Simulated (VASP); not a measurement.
# Pd (Fm-3m) in VASP: notebook, part 2 of 2

VASP 6.6.1. Earlier steps stand in the parts before.

## 3. Single point, PBEsol

This run uses another cell than the first one: it holds 2 atoms, not 1.

Contents of INCAR:

```
  PREC = Accurate
  ENCUT = 520
  EDIFF = 1E-6
  ISMEAR = -1
  SIGMA = 0.05
  LREAL = F
  LASPH = T
  NELM = 60
  ALGO = Normal
  ISIF = 2
  LWAVE = F
  LCHARG = F
  GGA = PS
  NBANDS = 17
```

Contents of KPOINTS:

```
regular mesh
0
Gamma
  13 10 13
```

Contents of POSCAR:

```
Pd
1.0
   -1.9382192864      1.9382192864      0.0000000000
    0.0000000000      0.0000000000      3.8764385727
    1.9382192864      1.9382192864      0.0000000000
Pd
2
Direct
    0.0000000000      0.0000000000      0.0000000000
    0.5000000000      0.5000000000      0.5000000000
```

Potentials or basis: VASP PAW PBE potentials, release 64 (Pd).

The run is started by

```sh
> cat potpaw_PBE.64/Pd/POTCAR > POTCAR
> mpirun -np 1 vasp_std > vasp.out
```

OUTCAR:

```text
PREC = Accurate
   ENCUT = 520
   EDIFF = 1E-6
   ISMEAR = -1
   LREAL = F
   LASPH = T
   NELM = 60
   ISIF = 2
   GGA = PS

 ion  position               nearest neighbor table
   1  0.000  0.000  0.000-   2 2.74   2 2.74   2 2.74   2 2.74   2 2.74   2 2.74   2 2.74   2 2.74

   2  0.500  0.500  0.500-   1 2.74   1 2.74   1 2.74   1 2.74   1 2.74   1 2.74   1 2.74   1 2.74

  LATTYP: Found a simple tetragonal cell.
 ALAT       =     2.7410560017
 C/A-ratio  =     1.4142135623

  Lattice vectors:

 A1 = (   1.9382192864,  -1.9382192864,   0.0000000000)
 A2 = (   1.9382192864,   1.9382192864,   0.0000000000)
 A3 = (   0.0000000000,   0.0000000000,   3.8764385727)

Analysis of symmetry for initial positions (statically):
=====================================================================
 Subroutine PRICEL returns following result:

  LATTYP: Found a face centered cubic cell.
 ALAT       =     3.8764385728

  Lattice vectors:

 A1 = (   1.9382192864,   0.0000000000,   1.9382192864)
 A2 = (   1.9382192864,   1.9382192864,   0.0000000000)
 A3 = (   0.0000000000,   1.9382192864,   1.9382192863)

   2 primitive cells build up your supercell.

 Routine SETGRP: Setting up the symmetry group for a
 simple tetragonal supercell.

 Subroutine GETGRP returns: Found 16 space group operations
 (whereof 16 operations were pure point group operations)
 out of a pool of 16 trial point group operations.

The static configuration has the point symmetry D_4h.

Analysis of symmetry for dynamics (positions and initial velocities):
=====================================================================
 Subroutine PRICEL returns following result:

  LATTYP: Found a face centered cubic cell.
 ALAT       =     3.8764385728

  Lattice vectors:

 A1 = (   1.9382192864,   0.0000000000,   1.9382192864)
 A2 = (   1.9382192864,   1.9382192864,   0.0000000000)
 A3 = (   0.0000000000,   1.9382192864,   1.9382192863)

   2 primitive cells build up your supercell.

 Routine SETGRP: Setting up the symmetry group for a
 simple tetragonal supercell.

 Subroutine GETGRP returns: Found 16 space group operations
 (whereof 16 operations were pure point group operations)
 out of a pool of 16 trial point group operations.

The dynamic configuration has the point symmetry D_4h.

 Subroutine INISYM returns: Found 16 space group operations
 (whereof 16 operations are pure point group operations),
 and found     2 'primitive' translations

----------------------------------------------------------------------------------------

                                     Primitive cell

  volume of cell :      14.5626

  direct lattice vectors                    reciprocal lattice vectors
     1.938219286  0.000000000  1.938219286     0.257968747 -0.257968747  0.257968747
     1.938219286  1.938219286  0.000000000     0.257968747  0.257968747 -0.257968747
     0.000000000  1.938219286  1.938219286    -0.257968747  0.257968747  0.257968747

  length of vectors
[... 22 lines left out ...]
     0.019843750  0.019843750  0.000000000     0.000000000  0.000000000  0.076923077

  Length of vectors
     0.028063300  0.025796875  0.028063300

  Shift w.r.t. Gamma in fractional coordinates (k-lattice)
     0.000000000  0.000000000  0.000000000

 Subroutine IBZKPT returns following result:
 ===========================================

 Found    168 irreducible k-points:

 Following reciprocal coordinates:
            Coordinates               Weight
  0.000000  0.000000  0.000000      1.000000
  0.076923  0.000000  0.000000      4.000000
  0.153846  0.000000  0.000000      4.000000
  0.230769  0.000000  0.000000      4.000000
  0.307692  0.000000  0.000000      4.000000
  0.384615  0.000000  0.000000      4.000000
[... 16 lines left out ...]
  0.076923  0.300000  0.000000      8.000000
  0.153846  0.300000  0.000000      8.000000
 [... further k-points ...]
   k-points           NKPTS =    168   k-points in BZ     NKDIM =    168   number of bands    NBANDS=     17
   number of dos      NEDOS =    301   number of ions     NIONS =      2
   total plane-waves  NPLWV =  12000
   dimension x,y,z NGX =    20 NGY =   30 NGZ =   20
   dimension x,y,z NGXF=    40 NGYF=   60 NGZF=   40
   ions per type =               2
   NGX,Y,Z   is equivalent  to a cutoff of  12.13, 12.87, 12.13 a.u.
   NGXF,Y,Z  is equivalent  to a cutoff of  24.26, 25.73, 24.26 a.u.
 SYSTEM =  unknown system
   PREC   = accura    normal or accurate (medium, high low for compatibility)
   ISTART =      0    job   : 0-new  1-cont  2-samecut
   ICHARG =      2    charge: 1-file 2-atom 10-const
   ISPIN  =      1    spin polarized calculation?
   LNONCOLLINEAR =      F non collinear calculations
   LSORBIT =      F    spin-orbit coupling
   LASPH  =      T    aspherical Exc in radial PAW
   ENCUT  =  520.0 eV  38.22 Ry    6.18 a.u.   5.10  7.21  5.10*2*pi/ulx,y,z
   NELM   =     60;   NELMIN=  2; NELMDL= -5     # of ELM steps
   EDIFF  = 0.1E-05   stopping-criterion for ELM
   LREAL  =      F    real-space projection
   EDIFFG = 0.1E-04   stopping-criterion for IOM
   NSW    =      0    number of steps for IOM
   IBRION =     -1    ionic relax: 0-MD 1-quasi-New 2-CG
   NFREE  =      0    steps in history (QN), initial steepest desc. (CG)
   ISIF   =      2    stress and relaxation
   ISYM   =      2    0-nonsym 1-usesym 2-fastsym
   POTIM  = 0.5000    time-step for ionic-motion
   TEBEG  =    0.0;   TEEND  =   0.0 temperature during run
   PSTRESS=    0.0 pullay stress
   NELECT =      20.0000    total number of electrons
   NUPDOWN=      -1.0000    fix difference up-down
   EMIN   =  10.00;   EMAX   =-10.00  energy-range for DOS
   EFERMI =   0.00;   METHOD = LEGACY
   ISMEAR =    -1;   SIGMA  =   0.05  broadening in eV -4-tet -1-fermi 0-gaus
   EFERMI_NEDOS =   21; number of points for ismear=-14 and -15
   IALGO  =     38    algorithm
   IMIX   =      4    mixing-type and parameters
     AMIX     =   0.40;   BMIX     =  1.00
     AMIX_MAG =   1.60;   BMIX_MAG =  1.00
  volume/ion in A,a.u.               =      14.56        98.27
  Fermi-wavevector in a.u.,A,eV,Ry     =   1.444315  2.729360 28.382376  2.086046
  Thomas-Fermi vector in A             =   2.562624
   LORBIT       =      0    0 simple, 1 ext, 2 COOP (PROOUT), +10 PAW based schemes
   GGA     = PS    functional components
   LHFCALC =     F    Hartree Fock is set to
   AEXX    =    0.0000 exact exchange contribution
   IVDW    =     0    specifies the selected vdW correction
   LEPSILON=     F    determine dielectric tensor
   LRPA    =     F    only Hartree local field effects (RPA)
 non-spin polarized calculation
  energy-cutoff  :      520.00
  volume of cell :       29.13
 maximum number of plane-waves:       796
   NGX = 11   NGY = 15   NGZ = 11

 number of electron      20.0000011 magnetization

 Free energy of the ion-electron system (eV)
  ---------------------------------------------------
  ext. energy  EPLUGINS =         0.00000000
  ---------------------------------------------------
  free energy    TOTEN  =       -11.94230919 eV

  energy without entropy =      -11.90645269  energy(sigma->0) =      -11.92438094

 E-fermi :   9.8544     XC(G=0): -13.4594

 val. band max:        9.8524045290   @ k =   0.4615   0.2000   0.2308
 cond. band min:       9.8572772283   @ k =   0.1538   0.3000   0.0000
 fundamental gap:      0.0048726993
 Fermi energy:         9.8544450916

 k-point     1 :       0.0000    0.0000    0.0000
  band No.  band energies     occupation
      1       2.4980      2.00000
      2       4.3059      2.00000
      3       4.5996      2.00000
      4       6.9258      2.00000
      5       6.9296      2.00000
      6       6.9296      2.00000
[... 457 lines left out ...]
      4       6.4935      2.00000
      5       7.3025      2.00000
      6       7.3525      2.00000
[... 9 lines left out ...]
     16      26.1995      0.00000
     17      28.3263      0.00000

 [... further k-points ...]

------------------------ aborting loop because EDIFF is reached ----------------------------------------

  FORCE on cell =-STRESS in cart. coord.  units (eV):
  Direction    XX          YY          ZZ          XY          YZ          ZX
  --------------------------------------------------------------------------------------
  -------------------------------------------------------------------------------------
  Total       -0.0996266     -0.0996266     -0.0450706      0.0000000      0.0000000      0.0000000
  in kB       -5.4804629     -5.4804629     -2.4793357      0.0000000      0.0000000      0.0000000
  external PRESSURE =      -4.4800871 kB  Pullay stress =       0.0000000 kB

 VOLUME and BASIS-vectors are now :
 -----------------------------------------------------------------------------
  energy-cutoff  :      520.00
  volume of cell :       29.13
      direct lattice vectors                 reciprocal lattice vectors
    -1.938219286  1.938219286  0.000000000    -0.257968747  0.257968747  0.000000000
     0.000000000  0.000000000  3.876438573     0.000000000  0.000000000  0.257968747
     1.938219286  1.938219286  0.000000000     0.257968747  0.257968747  0.000000000

 POSITION                                       TOTAL-FORCE (eV/Angst)
 -----------------------------------------------------------------------------------
      0.00000      0.00000      0.00000         0.000000      0.000000      0.000000
      0.00000      1.93822      1.93822        -0.000000     -0.000000     -0.000000
 -----------------------------------------------------------------------------------
    total drift:                               -0.000000     -0.000000      0.000000

  FREE ENERGIE OF THE ION-ELECTRON SYSTEM (eV)
  ---------------------------------------------------
  free  energy   TOTEN  =       -11.9423091936 eV

  energy  without entropy=      -11.9064526947  energy(sigma->0) =      -11.92438094
```

Run time: 66 s. Hardware: 1 thread of Intel Xeon 8259CL, shared host; peak memory 0.18 GiB.

Results:

* Free energy: -11.9423 eV
* Pressure: -0.4 GPa
* Band gap on the k mesh: zero (bands 10 and 11 overlap by 1.16 eV)

Caveat: the PAW data sets were made with another functional, which shifts forces and pressure a little.
